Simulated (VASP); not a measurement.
# Li3SiN2 (P4mm) in VASP: a series of runs

The runs below take Li3SiN2 through single point, relaxation of cell and atoms, with PBE.

Program: VASP 6.6.1. These are calculated values, not measurements. Logs are shortened: lines on timing, memory, paths and dates and some standing lists are left out, and cuts for length are marked.

## Step 1: The cell of the first run

It takes space group P4mm (No. 99, tetragonal). The conventional cell has a = 3.207 Å, b = 3.207 Å, c = 5.064 Å, α = 90.00°, β = 90.00°, γ = 90.00°. Li (site symmetry 2mm) has 4 N at 2.10 to 2.11 Å and 6 Li at 2.27 to 2.39 Å and 2 Si at 2.57 Å within 2.8 Å. Within 2.7 Å of Li (site symmetry 4mm) lie 5 N at 1.92 to 2.31 Å and 4 Li at 2.39 Å and 4 Si at 2.60 Å. Within 2.4 Å of Si (site symmetry 4mm) lie 5 N at 1.70 to 2.36 Å. Within 2.4 Å of N (site symmetry 4mm) lie 1 Si at 1.70 Å and 8 Li at 2.10 to 2.31 Å. N (site symmetry 4mm) has 5 Li at 1.92 to 2.11 Å and 4 Si at 2.36 Å within 2.6 Å.

The cell was generated, and may not be a known phase.

## Step 2: Single point, PBE

INCAR reads:

```
  ALGO = Normal
  EDIFF = 1E-6
  ENCUT = 520
  GGA = PE
  ISIF = 2
  ISMEAR = 0
  LASPH = True
  LCHARG = False
  LREAL = False
  LWAVE = False
  NBANDS = 20
  NELM = 100
  PREC = Accurate
  SIGMA = 0.1
```

KPOINTS reads:

```
k-points
0
Gamma
  6 6 4
```

POSCAR reads:

```
Li3SiN2
1.0
    3.2067894113      0.0000000000      0.0000000000
    0.0000000000      3.2067894113      0.0000000000
    0.0000000000      0.0000000000      5.0639823030
Li Si N
3 1 2
Direct
    0.5000000000      0.0000000000      1.0085840741
    0.0000000000      0.5000000000      1.0085840741
    0.0000000000      0.0000000000      0.3583875163
    0.5000000000      0.5000000000      0.6112742024
    0.5000000000      0.5000000000      0.2750073834
    0.0000000000      0.0000000000      0.7381627796
```

Potentials or basis: VASP PAW PBE potentials, release 64 (Li_sv, Si, N).

On the command line:

```bash
> cat potpaw_PBE.64/Li_sv/POTCAR potpaw_PBE.64/Si/POTCAR potpaw_PBE.64/N/POTCAR > POTCAR
> mpirun -np 1 vasp_std > vasp.out
```

OUTCAR:

```text
EDIFF = 1E-6
   ENCUT = 520
   GGA = PE
   ISIF = 2
   ISMEAR = 0
   LASPH = True
   LREAL = False
   NELM = 100
   PREC = Accurate

 ion  position               nearest neighbor table
   1  0.500  0.000  0.009-   5 2.10   5 2.10   6 2.11   6 2.11   2 2.27   2 2.27   2 2.27   2 2.27
                             3 2.39   3 2.39   4 2.57   4 2.57
   2  0.000  0.500  0.009-   5 2.10   5 2.10   6 2.11   6 2.11   1 2.27   1 2.27   1 2.27   1 2.27
                             3 2.39   3 2.39   4 2.57   4 2.57
   3  0.000  0.000  0.358-   6 1.92   2 2.39   1 2.39   2 2.39   1 2.39   4 2.60   4 2.60   4 2.60
                             4 2.60
   4  0.500  0.500  0.611-   5 1.70   6 2.36   6 2.36   6 2.36   6 2.36   1 2.57   2 2.57   2 2.57
                             1 2.57   3 2.60   3 2.60   3 2.60   3 2.60
   5  0.500  0.500  0.275-   4 1.70   2 2.10   1 2.10   1 2.10   2 2.10
   6  0.000  0.000  0.738-   3 1.92   2 2.11   1 2.11   2 2.11   1 2.11   4 2.36   4 2.36   4 2.36
                             4 2.36

  LATTYP: Found a simple tetragonal cell.
 ALAT       =     3.2067894113
 C/A-ratio  =     1.5791440140

  Lattice vectors:

 A1 = (   3.2067894113,   0.0000000000,   0.0000000000)
 A2 = (   0.0000000000,   3.2067894113,   0.0000000000)
 A3 = (   0.0000000000,   0.0000000000,   5.0639823030)

Analysis of symmetry for initial positions (statically):
=====================================================================
 Subroutine PRICEL returns:
 Original cell was already a primitive cell.

 Routine SETGRP: Setting up the symmetry group for a
 simple tetragonal supercell.

 Subroutine GETGRP returns: Found  8 space group operations
 (whereof  8 operations were pure point group operations)
 out of a pool of 16 trial point group operations.

The static configuration has the point symmetry C_4v.

Analysis of symmetry for dynamics (positions and initial velocities):
=====================================================================
 Subroutine PRICEL returns:
 Original cell was already a primitive cell.

 Routine SETGRP: Setting up the symmetry group for a
 simple tetragonal supercell.

 Subroutine GETGRP returns: Found  8 space group operations
 (whereof  8 operations were pure point group operations)
 out of a pool of 16 trial point group operations.

The dynamic configuration has the point symmetry C_4v.

 Subroutine INISYM returns: Found  8 space group operations
 (whereof  8 operations are pure point group operations),
 and found     1 'primitive' translations

----------------------------------------------------------------------------------------

                                     Primitive cell

  volume of cell :      52.0755

  direct lattice vectors                    reciprocal lattice vectors
     3.206789411  0.000000000  0.000000000     0.311838375  0.000000000  0.000000000
     0.000000000  3.206789411  0.000000000     0.000000000  0.311838375  0.000000000
     0.000000000  0.000000000  5.063982303     0.000000000  0.000000000  0.197473044

  length of vectors
     3.206789411  3.206789411  5.063982303     0.311838375  0.311838375  0.197473044

  position of ions in fractional coordinates (direct lattice)
     0.500000000  0.000000000  0.008584074
     0.000000000  0.500000000  0.008584074
     0.000000000  0.000000000  0.358387516
     0.500000000  0.500000000  0.611274202
     0.500000000  0.500000000  0.275007383
     0.000000000  0.000000000  0.738162780

  ion indices of the primitive-cell ions
   primitive index   ion index
                 1           1
                 2           2
                 3           3
                 4           4
                 5           5
                 6           6

----------------------------------------------------------------------------------------

 KPOINTS: k-points

Automatic generation of k-mesh.
 Grid dimensions read from file:
 generate k-points for:    6    6    4

 Generating k-lattice:

  Cartesian coordinates                     Fractional coordinates (reciprocal lattice)
     0.051973063  0.000000000  0.000000000     0.166666667  0.000000000  0.000000000
     0.000000000  0.051973063  0.000000000     0.000000000  0.166666667  0.000000000
     0.000000000  0.000000000  0.049368261     0.000000000  0.000000000  0.250000000

  Length of vectors
     0.051973063  0.051973063  0.049368261

  Shift w.r.t. Gamma in fractional coordinates (k-lattice)
     0.000000000  0.000000000  0.000000000

 Subroutine IBZKPT returns following result:
 ===========================================

 Found     30 irreducible k-points:

 Following reciprocal coordinates:
            Coordinates               Weight
  0.000000  0.000000  0.000000      1.000000
  0.166667  0.000000  0.000000      4.000000
  0.333333  0.000000  0.000000      4.000000
  0.500000  0.000000  0.000000      2.000000
  0.166667  0.166667  0.000000      4.000000
  0.333333  0.166667  0.000000      8.000000
[... 16 lines left out ...]
  0.333333  0.000000  0.500000      4.000000
  0.500000  0.000000  0.500000      2.000000
 [... further k-points ...]
   k-points           NKPTS =     30   k-points in BZ     NKDIM =     30   number of bands    NBANDS=     20
   number of dos      NEDOS =    301   number of ions     NIONS =      6
   total plane-waves  NPLWV =  23040
   dimension x,y,z NGX =    24 NGY =   24 NGZ =   40
   dimension x,y,z NGXF=    48 NGYF=   48 NGZF=   80
   ions per type =               3   1   2
   NGX,Y,Z   is equivalent  to a cutoff of  12.44, 12.44, 13.13 a.u.
   NGXF,Y,Z  is equivalent  to a cutoff of  24.88, 24.88, 26.26 a.u.
 SYSTEM =  unknown system
   PREC   = accura    normal or accurate (medium, high low for compatibility)
   ISTART =      0    job   : 0-new  1-cont  2-samecut
   ICHARG =      2    charge: 1-file 2-atom 10-const
   ISPIN  =      1    spin polarized calculation?
   LNONCOLLINEAR =      F non collinear calculations
   LSORBIT =      F    spin-orbit coupling
   LASPH  =      T    aspherical Exc in radial PAW
   ENCUT  =  520.0 eV  38.22 Ry    6.18 a.u.   5.96  5.96  9.42*2*pi/ulx,y,z
   NELM   =    100;   NELMIN=  2; NELMDL= -5     # of ELM steps
   EDIFF  = 0.1E-05   stopping-criterion for ELM
   LREAL  =      F    real-space projection
   EDIFFG = 0.1E-04   stopping-criterion for IOM
   NSW    =      0    number of steps for IOM
   IBRION =     -1    ionic relax: 0-MD 1-quasi-New 2-CG
   NFREE  =      0    steps in history (QN), initial steepest desc. (CG)
   ISIF   =      2    stress and relaxation
   ISYM   =      2    0-nonsym 1-usesym 2-fastsym
   POTIM  = 0.5000    time-step for ionic-motion
   TEBEG  =    0.0;   TEEND  =   0.0 temperature during run
   PSTRESS=    0.0 pullay stress
   NELECT =      23.0000    total number of electrons
   NUPDOWN=      -1.0000    fix difference up-down
   EMIN   =  10.00;   EMAX   =-10.00  energy-range for DOS
   EFERMI =   0.00;   METHOD = LEGACY
   ISMEAR =     0;   SIGMA  =   0.10  broadening in eV -4-tet -1-fermi 0-gaus
   EFERMI_NEDOS =   21; number of points for ismear=-14 and -15
   IALGO  =     38    algorithm
   IMIX   =      4    mixing-type and parameters
     AMIX     =   0.40;   BMIX     =  1.00
     AMIX_MAG =   1.60;   BMIX_MAG =  1.00
  volume/ion in A,a.u.               =       8.68        58.57
  Fermi-wavevector in a.u.,A,eV,Ry     =   1.246732  2.355982 21.148087  1.554341
  Thomas-Fermi vector in A             =   2.380896
   LORBIT       =      0    0 simple, 1 ext, 2 COOP (PROOUT), +10 PAW based schemes
   GGA     = PE    functional components
   LHFCALC =     F    Hartree Fock is set to
   AEXX    =    0.0000 exact exchange contribution
   IVDW    =     0    specifies the selected vdW correction
   LEPSILON=     F    determine dielectric tensor
   LRPA    =     F    only Hartree local field effects (RPA)
 non-spin polarized calculation
 Gauss-broadening in eV      SIGMA  =   0.10
  energy-cutoff  :      520.00
  volume of cell :       52.08
 maximum number of plane-waves:      1448
 NGX is ok and might be reduce to    24
   NGX = 11   NGY = 11   NGZ = 19

 number of electron      22.9999975 magnetization

 Free energy of the ion-electron system (eV)
  ---------------------------------------------------
  ext. energy  EPLUGINS =         0.00000000
  ---------------------------------------------------
  free energy    TOTEN  =       -29.57090772 eV

  energy without entropy =      -29.56333106  energy(sigma->0) =      -29.56711939

 E-fermi :   6.8699     XC(G=0): -10.7303

 val. band max:        6.8454589408   @ k =   0.5000   0.1667   0.2500
 cond. band min:       6.8753925909   @ k =   0.1667   0.1667   0.2500
 fundamental gap:      0.0299336500
 Fermi energy:         6.8699485719

 k-point     1 :       0.0000    0.0000    0.0000
  band No.  band energies     occupation
      1     -39.4233      2.00000
      2     -39.2287      2.00000
      3     -39.1482      2.00000
      4      -9.5859      2.00000
      5      -7.8463      2.00000
      6      -0.1900      2.00000
[... 12 lines left out ...]
     19      15.0213      0.00000
     20      16.1236      0.00000

 k-point     2 :       0.1667    0.0000    0.0000
  band No.  band energies     occupation
      1     -39.4045      2.00000
      2     -39.2284      2.00000
      3     -39.1639      2.00000
      4      -9.3784      2.00000
      5      -7.8042      2.00000
      6      -0.2699      2.00000
[... 12 lines left out ...]
     19      14.6629      0.00000
     20      15.9880      0.00000
[... 465 lines left out ...]
      3     -39.2023      2.00000
      4      -8.7655      2.00000
      5      -7.8813      2.00000
      6      -1.7385      2.00000
[... 12 lines left out ...]
     19      16.1413      0.00000
     20      17.4524      0.00000

 k-point    24 :       0.5000    0.0000    0.5000
  band No.  band energies     occupation
      1     -39.2990      2.00000
      2     -39.2717      2.00000
      3     -39.2158      2.00000
      4      -8.3457      2.00000
      5      -7.9507      2.00000
      6      -2.4369      2.00000
[... 12 lines left out ...]
     19      16.0580      0.00000
     20      18.3330      0.00000

 [... further k-points ...]

------------------------ aborting loop because EDIFF is reached ----------------------------------------

  FORCE on cell =-STRESS in cart. coord.  units (eV):
  Direction    XX          YY          ZZ          XY          YZ          ZX
  --------------------------------------------------------------------------------------
  -------------------------------------------------------------------------------------
  Total       -0.0360359     -0.0360359      0.0160372      0.0000000      0.0000000      0.0000000
  in kB       -1.1086977     -1.1086977      0.4934092      0.0000000      0.0000000      0.0000000
  external PRESSURE =      -0.5746621 kB  Pullay stress =       0.0000000 kB

 VOLUME and BASIS-vectors are now :
 -----------------------------------------------------------------------------
  energy-cutoff  :      520.00
  volume of cell :       52.08
      direct lattice vectors                 reciprocal lattice vectors
     3.206789411  0.000000000  0.000000000     0.311838375  0.000000000  0.000000000
     0.000000000  3.206789411  0.000000000     0.000000000  0.311838375  0.000000000
     0.000000000  0.000000000  5.063982303     0.000000000  0.000000000  0.197473044

 POSITION                                       TOTAL-FORCE (eV/Angst)
 -----------------------------------------------------------------------------------
      1.60339      0.00000      0.04347        -0.000000     -0.000000      0.003033
      0.00000      1.60339      0.04347        -0.000000     -0.000000      0.003033
      0.00000      0.00000      1.81487        -0.000000     -0.000000     -0.027859
      1.60339      1.60339      3.09548        -0.000000     -0.000000     -0.010048
      1.60339      1.60339      1.39263         0.000000      0.000000      0.008926
      0.00000      0.00000      3.73804        -0.000000     -0.000000      0.022914
 -----------------------------------------------------------------------------------
    total drift:                                0.000000     -0.000000      0.000002

  FREE ENERGIE OF THE ION-ELECTRON SYSTEM (eV)
  ---------------------------------------------------
  free  energy   TOTEN  =       -29.5709077191 eV

  energy  without entropy=      -29.5633310552  energy(sigma->0) =      -29.56711939
```

Run time: 13 s. Hardware: 1 thread of AMD EPYC 9R45 (Zen 5), shared host; peak memory 0.14 GiB.

What came out:

- Free energy: -29.5709 eV
- Largest force: 0.028 eV/Å
- Band gap on the k mesh: zero (an odd number of electrons rules out a gap without spin polarisation)

Forces in eV/Å, atoms in the order of the input:
```
Li   0.000  0.000  0.003
Li   0.000  0.000  0.003
Li   0.000  0.000 -0.028
Si   0.000  0.000 -0.010
N    0.000  0.000  0.009
N    0.000  0.000  0.023
```

Caveat: the cutoff is under 1.25 times the usual one of these potentials, so pressure, stress and relaxed cells hold a basis-set (Pulay) error; an odd number of electrons without spin polarisation forces a metal; a magnetic or distorted state may lie lower.

## Step 3: Single point, PBE

This run uses another cell than the first one, of 10.05 Å³/atom.

INCAR reads:

```
  PREC = Accurate
  ENCUT = 520
  EDIFF = 1E-6
  ISMEAR = 0
  SIGMA = 0.1
  LREAL = False
  LASPH = True
  NELM = 100
  ALGO = Normal
  ISIF = 2
  LWAVE = False
  LCHARG = False
  GGA = PE
  NBANDS = 20
```

KPOINTS reads:

```
regular mesh
0
Gamma
  6 6 4
```

POSCAR reads:

```
Li3SiN2
1.0
    3.0255652300      0.0000000000      0.0000000000
    0.0000000000      3.0255652300      0.0000000000
    0.0000000000      0.0000000000      6.5848941500
Li Si N
3 1 2
Direct
    0.5000000000      0.0000000000      0.9983087800
    0.0000000000      0.5000000000      0.9983087800
    0.0000000000      0.0000000000      0.3792572600
    0.5000000000      0.5000000000      0.6236239100
    0.5000000000      0.5000000000      0.2665635600
    0.0000000000      0.0000000000      0.7339377400
```

Potentials or basis: VASP PAW PBE potentials, release 64 (Li_sv, Si, N).

On the command line:

```bash
> cat potpaw_PBE.64/Li_sv/POTCAR potpaw_PBE.64/Si/POTCAR potpaw_PBE.64/N/POTCAR > POTCAR
> mpirun -np 1 vasp_std > vasp.out
```

Run time: 18 s. Hardware: 1 thread of AMD EPYC 9R45 (Zen 5), shared host; peak memory 0.15 GiB.

It converged, with:

```yaml
Free_energy: -26.1663 eV
Largest_force: 1.161 eV/Å
Band_gap_on_the_k_mesh: zero (an odd number of electrons rules out a gap without spin polarisation)
```

Forces on the atoms (eV/Å):
```
Li   0.000  0.000  0.506
Li   0.000  0.000  0.506
Li   0.000  0.000 -1.161
Si   0.000  0.000  0.609
N    0.000  0.000  0.048
N    0.000  0.000 -0.507
```

Levels at points of the mesh, in eV from the Fermi level:
```tsv
k point	band 8	band 9	band 10	band 11	band 12	band 13	band 14	band 15	band 16	band 17
(0.00, 0.00, 0.00)	-3.41	-3.28	-2.51	-0.23	-0.23	1.52	4.28	5.10	5.97	5.97
(0.50, 0.00, 0.00)	-4.42	-3.55	-2.42	0.28	0.72	1.52	2.21	3.71	4.80	5.18
(0.50, 0.50, 0.00)	-5.22	-3.91	-3.17	-2.94	-2.94	2.09	2.21	2.21	3.14	4.50
(0.00, 0.00, 0.50)	-3.40	-3.40	-1.96	-0.29	-0.29	1.78	4.05	5.06	6.27	6.45
(0.50, 0.00, 0.50)	-3.89	-3.17	-2.42	-0.74	0.29	0.80	2.84	4.08	4.70	6.69
(0.50, 0.50, 0.50)	-5.63	-3.89	-2.91	-2.91	-1.74	0.41	2.00	2.17	2.17	6.99
```

Caveat: the cutoff is under 1.25 times the usual one of these potentials, so pressure, stress and relaxed cells hold a basis-set (Pulay) error; an odd number of electrons without spin polarisation forces a metal; a magnetic or distorted state may lie lower.

## Step 4: Single point, PBE

INCAR reads:

```
ALGO     = Normal         # electronic algorithm
EDIFF    = 1E-7           # SCF threshold, eV
ENCUT    = 520            # plane-wave cutoff, eV
GGA      = PE             # functional
ISIF     = 2              # what is computed and relaxed
ISMEAR   = 0              # smearing method
LASPH    = True           # aspherical terms in the spheres
LCHARG   = False          # write CHGCAR
LREAL    = False          # projectors in reciprocal space
LWAVE    = False          # write WAVECAR
NBANDS   = 20             # bands
NELM     = 60             # most SCF steps
PREC     = Accurate       # precision mode
SIGMA    = 0.1            # smearing width, eV
```

KPOINTS reads:

```
k-points
0
Gamma
  12 12 8
```

POSCAR reads:

```
Li3SiN2
1.0
    3.2024860122      0.0000000000      0.0000000000
    0.0000000000      3.2024860122      0.0000000000
    0.0000000000      0.0000000000      5.0683293818
Li Si N
3 1 2
Direct
    0.5000000000      0.0000000000      0.0085569468
    0.0000000000      0.5000000000      0.0085569468
    0.0000000000      0.0000000000      0.3583259127
    0.5000000000      0.5000000000      0.6114325442
    0.5000000000      0.5000000000      0.2755579569
    0.0000000000      0.0000000000      0.7375697224
```

On the command line:

```bash
> cat potpaw_PBE.64/Li_sv/POTCAR potpaw_PBE.64/Si/POTCAR potpaw_PBE.64/N/POTCAR > POTCAR
> mpirun -np 1 vasp_std > vasp.out
```

It took 60 s on 1 thread of AMD EPYC 9R45 (Zen 5), shared host; peak memory 0.22 GiB.

It converged, with:

| Quantity | Value |
| --- | --- |
| Free energy | -29.5971 eV |
| Largest force | 0.028 eV/Å |
| Band gap on the k mesh | zero (an odd number of electrons rules out a gap without spin polarisation) |

Forces in eV/Å, atoms in the order of the input:
```
Li   0.000  0.000  0.007
Li   0.000  0.000  0.007
Li   0.000  0.000 -0.028
Si   0.000  0.000  0.001
N    0.000  0.000 -0.012
N    0.000  0.000  0.026
```

Levels at points of the mesh, in eV from the Fermi level:
```
           k point  band 8  band 9  band 10  band 11  band 12  band 13  band 14  band 15  band 16  band 17
(0.00, 0.00, 0.00)   -4.02   -3.14    -2.70    -1.77    -1.77     3.27     4.61     6.01     6.01     6.90
(0.50, 0.00, 0.00)   -5.07   -4.03    -2.61    -2.02     1.84     2.00     3.63     4.39     5.66     7.60
(0.50, 0.50, 0.00)   -5.65   -4.28    -3.96    -3.96    -3.82     3.19     4.12     4.12     6.97     9.31
(0.00, 0.00, 0.50)   -3.68   -3.68    -2.37    -2.37    -2.07     4.30     4.33     4.95     6.50     6.50
(0.50, 0.00, 0.50)   -4.20   -2.68    -2.59    -1.94     1.45     1.74     2.86     3.69     4.71     6.75
(0.50, 0.50, 0.50)   -6.92   -3.96    -3.96    -3.70    -1.84     3.17     3.87     4.45     4.45     9.62
```

Caveat: the cutoff is under 1.25 times the usual one of these potentials, so pressure, stress and relaxed cells hold a basis-set (Pulay) error; an odd number of electrons without spin polarisation forces a metal; a magnetic or distorted state may lie lower.

(Part 1 of 2 ends here.)

The gap in the log of VASP goes by the Fermi energy; the results here count the filled bands.